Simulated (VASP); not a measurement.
Crystal: B2W.

```xyz
3
Lattice="3.0200 0.0000 0.0000 -1.5100 2.6154 0.0000 0.0000 0.0000 3.0500" Properties=species:S:1:pos:R:3 pbc="T T T"
B     0.0000    1.7436    1.5250
B     1.5100    0.8718    1.5250
W     0.0000    0.0000    0.0000
```

* Program: VASP 6.6.1
* Task: relaxation of cell and atoms
* Functional: LDA
* Potentials or basis: VASP PAW LDA potentials, release 64 (B, W_sv)
* Cutoff: 600 eV
* k mesh: 6 × 6 × 6
* Occupations: gaussian, width 0.1 eV
* Spin: no spin polarisation

At the start: pressure 24.5 GPa; volume 8.03 Å³/atom.

Where does the relaxation end?

Over 11 steps the energy falls by 60.3 meV/atom and the volume is 8.57 Å³/atom (+6.7 %); space group P6/mmm (No. 191, to 0.1 Å) before and after.

Step by step:
| step | energy change (eV) | largest force (eV/Å) | pressure (GPa) | volume (Å³) |
| --- | --- | --- | --- | --- |
| 1 | 0.0000 | 0.0000 | 24.50 | 24.09 |
| 2 | 0.1840 | 0.0000 | -31.75 | 28.62 |
| 3 | -0.1241 | 0.0000 | -2.15 | 25.75 |
| 4 | -0.1242 | 0.0000 | -1.53 | 25.70 |
| 5 | -0.1521 | 0.0000 | -0.92 | 25.68 |
| 6 | -0.1718 | 0.0000 | 0.34 | 25.64 |
| 7 | -0.1523 | 0.0000 | 3.99 | 25.51 |
| 8 | -0.1805 | 0.0000 | 1.44 | 25.60 |
| 9 | -0.1804 | 0.0000 | 1.52 | 25.60 |
| 10 | -0.1778 | 0.0000 | -3.35 | 25.97 |
| 11 | -0.1809 | 0.0000 | 0.14 | 25.70 |

Final structure:
```
B W
1.0
     2.98414    0.00000    0.00000
    -1.49207    2.58434    0.00000
     0.00000    0.00000    3.33215
B W
2 1
Direct
  0.33333 0.66667 0.50000
  0.66667 0.33333 0.50000
  0.00000 0.00000 0.00000
```

Caveat: the k points lie up to 0.41 Å⁻¹ apart in the final cell, too coarse for converged energies and pressures of a metal.
